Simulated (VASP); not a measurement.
Write the native input for VASP 6.6.1 that does the following.

```yaml
Task: single point
Functional: PBE
Potentials_or_basis: VASP PAW PBE potentials, release 64 (Ti_sv)
Cutoff: 500 eV
k_mesh: 6 × 6 × 4
Occupations: fermi-dirac, width 0.1 eV
Spin: no spin polarisation
Hubbard_terms: Ti d U = 2.0 eV
Dipole_correction: no
Further_INCAR_settings: ALGO = Normal; EDIFF = 1e-06; NBANDS = 19
```

The structure of Ti lies in POSCAR:

```
Ti
1.0
    2.9536369854      0.0000000000      0.0000000000
   -1.4768184927      2.5579246629      0.0000000000
    0.0000000000      0.0000000000      4.6726682495
Ti
2
Direct
    0.3333333333      0.6666666667      0.2500000000
    0.6666666667      0.3333333333      0.7500000000
```

These files were run (other wordings do the same):

INCAR

```
SYSTEM = Ti
ALGO     = Normal         ! electronic algorithm
EDIFF    = 1E-6           ! SCF threshold, eV
ENCUT    = 500            ! plane-wave cutoff, eV
GGA      = PE             ! functional
GGA_COMPAT= .FALSE.      
ISIF     = 2              ! what is computed and relaxed
ISMEAR   = -1             ! smearing method
LASPH    = .TRUE.         ! aspherical terms in the spheres
LCHARG   = .TRUE.         ! write CHGCAR
LDAU     = .TRUE.         ! DFT+U
LDAUJ    = 0            
LDAUL    = 2              ! shell
LDAUPRINT= 1            
LDAUTYPE = 2            
LDAUU    = 2              ! U, eV
LELF     = .TRUE.         ! ELF
LMAXMIX  = 4              ! l up to which the mixer works
LREAL    = .FALSE.        ! projectors in reciprocal space
LVHAR    = .TRUE.       
LWAVE    = .FALSE.        ! write WAVECAR
NBANDS   = 19             ! bands
NELM     = 200            ! most SCF steps
PREC     = Accurate       ! precision mode
SIGMA    = 0.1            ! smearing width, eV
```

KPOINTS

```
k-points
0
G
  6 6 4
  0 0 0
```

Potentials or basis: VASP PAW PBE potentials, release 64 (Ti_sv).

Run with:

```console
$ cat potpaw_PBE.64/Ti_sv/POTCAR > POTCAR
$ mpirun -np 1 vasp_std > vasp.out
```

Results of the run:

- Pressure: 2.6 GPa
- Band gap on the k mesh: zero (bands 12 and 13 overlap by 1.13 eV)

Caveat: the k points lie up to 0.41 Å⁻¹ apart, too coarse for converged energies and pressures of a metal; U without spin polarisation on a metal has little footing; the U is typed as a test and isn't derived for this compound.

Wall time 20 s on 1 thread of Intel Xeon 8259CL (shared host), peak memory 0.15 GiB.
